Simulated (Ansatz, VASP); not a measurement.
## TiAl: VASP beside Ansatz

The input INCAR:

```
SYSTEM = TiAl
PREC = Accurate
ENCUT = 520
EDIFF = 1E-6
ISMEAR = 0
SIGMA = 0.15
LREAL = .FALSE.
LASPH = .TRUE.
NELM = 60
ALGO = Fast
ISIF = 2
LWAVE = .FALSE.
LCHARG = .FALSE.
GGA = PS
NBANDS = 14
```

Contents of KPOINTS:

```
regular mesh
0
G
  14 14 14
  0 0 0
```

The input POSCAR:

```
TiAl
1.0
    2.8091745961      0.0000000000      0.0000000000
    0.0000000000      3.3877383079      0.0000000000
    0.0000000000      0.0000000000      3.1563759507
Ti Al
1 1
Direct
    0.0000000000      0.0000000000      0.0000000000
    0.5000000000      0.5000000000      0.5000000000
```

Input for Ansatz:

```yaml
crystal:
  lattice:
    - [2.809174596, 0.0, 0.0]
    - [0.0, 3.3877383078, 0.0]
    - [0.0, 0.0, 3.1563759506]
  atoms:
    - { symbol: Ti, position: [0.0, 0.0, 0.0] }
    - { symbol: Al, position: [0.5, 0.5, 0.5] }
basis:
  ecutwfc: 520.0
kpoints:
  mp_grid: { grid: [14, 14, 14] }
hamiltonian:
  xc: pbesol
scf:
  occupations: { method: gaussian, width: 0.15 }
output:
  forces: true
  stress: true
  eigenvalues: true
  write_density: true
  write_potential: true
  elf: true
  volumetric_format: npy
```

Change from the starting cell: normal strain along x -0.1100, normal strain along y +0.0733.

Alike in both runs: task single point; functional PBEsol; k mesh 14 × 14 × 14; occupations gaussian, width 0.15 eV; no spin polarisation.

|  | VASP | Ansatz |
| --- | --- | --- |
| version | VASP 6.6.1 | Ansatz 0.2.0 |
| potentials or method | VASP PAW PBE potentials, release 64 (Ti_sv, Al), cutoff 520 eV | scalar-relativistic, plane waves, PAW |
| valence electrons in the cell | 15 | 15 |

```tsv
	VASP	Ansatz	Ansatz less VASP
gap on the k mesh at the Fermi level (eV)	none	none	-
pressure (GPa)	6.7	6.7	-0.03
traceless stress, the component that is largest in VASP (GPa)	-4.98	-4.99	-0.010
```

VASP's potentials were made for PBE, not for PBEsol. A gap of «none» marks a metal or a gap that the smearing closes. With one functional, cell and mesh, what is left measures potentials, basis and numerics.
